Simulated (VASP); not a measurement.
## FePt: single point with PBE

Crystal: FePt.

```
Fe Pt
1.0
     5.44700    0.00000    0.00000
     0.00000    2.72350    0.00000
     0.00000    0.00000    3.72000
Fe Pt
2 2
Direct
  0.00000 0.00000 0.00000
  0.50000 0.00000 0.00000
  0.25000 0.50000 0.50000
  0.75000 0.50000 0.50000
```

```yaml
Program: VASP 6.6.1
Task: single point
Functional: PBE
Potentials_or_basis: VASP PAW PBE potentials, release 64 (Fe, Pt)
Cutoff: 520 eV
k_mesh: 5 × 9 × 6
Occupations: fermi-dirac, width 0.05 eV
Spin: no spin polarisation
```

```yaml
Pressure: -13.4 GPa
Band_gap_on_the_k_mesh: zero (band 18 reaches 8.97 eV, above the bottom of band 19 at 7.97 eV)
```

Stress tensor (GPa, compression positive):
```
-14.55   0.00   0.00
  0.00 -14.60   0.00
  0.00   0.00 -11.12
```

Levels at points of the mesh, in eV from the Fermi level:
```tsv
k point	band 16	band 17	band 18	band 19	band 20	band 21
(0.00, 0.00, 0.00)	-0.73	-0.45	-0.36	0.38	0.69	0.69
(0.00, 0.00, 0.50)	-0.58	-0.57	-0.37	-0.28	0.05	0.17
```

Run time: 50 s on 1 thread of AMD EPYC 9R14 (Zen 4), with other jobs on the host, peak memory 0.18 GiB.

Caveat: spin-orbit coupling is left out, which moves the levels of the heavy elements. Spin polarisation is off, so any magnetic state and its effect on volume and gap are missing.
